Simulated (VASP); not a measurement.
A run of VASP 6.6.1:

INCAR

```
SYSTEM = W
PREC     = Accurate       ! precision mode
ENCUT    = 600            ! plane-wave cutoff, eV
EDIFF    = 1E-8           ! SCF threshold, eV
ISMEAR   = -1             ! smearing method
SIGMA    = 0.05           ! smearing width, eV
LREAL    = .FALSE.        ! projectors in reciprocal space
LASPH    = .TRUE.         ! aspherical terms in the spheres
NELM     = 80             ! most SCF steps
ALGO     = Normal         ! electronic algorithm
ISIF     = 3              ! what is computed and relaxed
LWAVE    = .FALSE.        ! write WAVECAR
LCHARG   = .TRUE.         ! write CHGCAR
GGA      = PS             ! functional
IBRION   = 6              ! ionic algorithm
NFREE    = 2            
POTIM    = 0.015          ! step
NSW      = 1              ! ionic steps
```

The input KPOINTS:

```
Automatic mesh
0
G
  18 18 18
  0 0 0
```

Contents of POSCAR:

```
W
1.0
    0.0000000000      2.0300000000      2.0300000000
    2.0300000000      0.0000000000      2.0300000000
    2.0300000000      2.0300000000      0.0000000000
W
1
Direct
    0.0000000000      0.0000000000      0.0000000000
```

Potentials or basis: VASP PAW PBE potentials, release 64 (W_sv).

Command:

```bash
$ cat potpaw_PBE.64/W_sv/POTCAR > POTCAR
$ mpirun -np 1 vasp_std > vasp.out
```

Hardware: 1 thread of Oxide Virtual Turin-like Processor (shared host).

Question: How long does it take, and how much memory?

Answer: It took 37 min on 1 thread of Oxide Virtual Turin-like Processor, with other jobs on the host, peak memory 0.62 GiB. Counts: scf iterations 145, k points 195.
